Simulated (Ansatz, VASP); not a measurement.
## TiAl3 in VASP and in Ansatz

File INCAR:

```
SYSTEM = TiAl3
PREC = Accurate
ENCUT = 520
EDIFF = 1E-6
ISMEAR = -1
SIGMA = 0.05
LREAL = .FALSE.
LASPH = .TRUE.
NELM = 100
ALGO = Fast
ISIF = 2
LWAVE = .FALSE.
LCHARG = .FALSE.
GGA = PS
NBANDS = 18
```

KPOINTS

```
regular mesh
0
G
  6 6 6
  0 0 0
```

POSCAR

```
TiAl3
1.0
    3.9556712500      0.0000000000      0.0000000000
    0.0000000000      3.9556712500      0.0000000000
    0.0000000000      0.0000000000      3.9161145375
Ti Al
1 3
Direct
    0.0000000000      0.0000000000      0.0000000000
    0.0000000000      0.5000000000      0.5000000000
    0.5000000000      0.0000000000      0.5000000000
    0.5000000000      0.5000000000      0.0000000000
```

input.yaml

```yaml
crystal:
  lattice:
    - [3.95567125, 0.0, 0.0]
    - [0.0, 3.95567125, 0.0]
    - [0.0, 0.0, 3.9161145375]
  atoms:
    - { symbol: Ti, position: [0.0, 0.0, 0.0] }
    - { symbol: Al, position: [0.0, 0.5, 0.5] }
    - { symbol: Al, position: [0.5, 0.0, 0.5] }
    - { symbol: Al, position: [0.5, 0.5, 0.0] }
hamiltonian:
  xc: pbesol
  pseudopotentials: { kind: paw }
kpoints:
  mp_grid: { grid: [6, 6, 6] }
scf:
  occupations: { method: fermi_dirac, width: 0.05 }
output:
  forces: true
  stress: true
  eigenvalues: true
  write_density: true
  write_potential: true
  elf: true
  volumetric_format: npy
```

Alike in both runs: task single point; functional PBEsol; k mesh 6 × 6 × 6; occupations fermi-dirac, width 0.05 eV; no spin polarisation.

|  | VASP | Ansatz |
| --- | --- | --- |
| version | VASP 6.6.1 | Ansatz 0.2.0 |
| potentials or method | VASP PAW PBE potentials, release 64 (Ti_sv, Al) | Ansatz PAW |
| plane-wave cutoff (eV) | 520 | 420 |
| valence electrons in the cell | 21 | 21 |

|  | VASP | Ansatz | Ansatz less VASP |
| --- | --- | --- | --- |
| gap on the k mesh at the Fermi level (eV) | none | none | - |
| pressure (GPa) | 0.7 | 0.6 | -0.10 |
| traceless stress, the component that is largest in VASP (GPa) | 0.97 | 0.97 | -0.001 |

VASP's potentials were made for PBE, not for PBEsol. A gap of «none» marks a metal or a gap that the smearing closes.
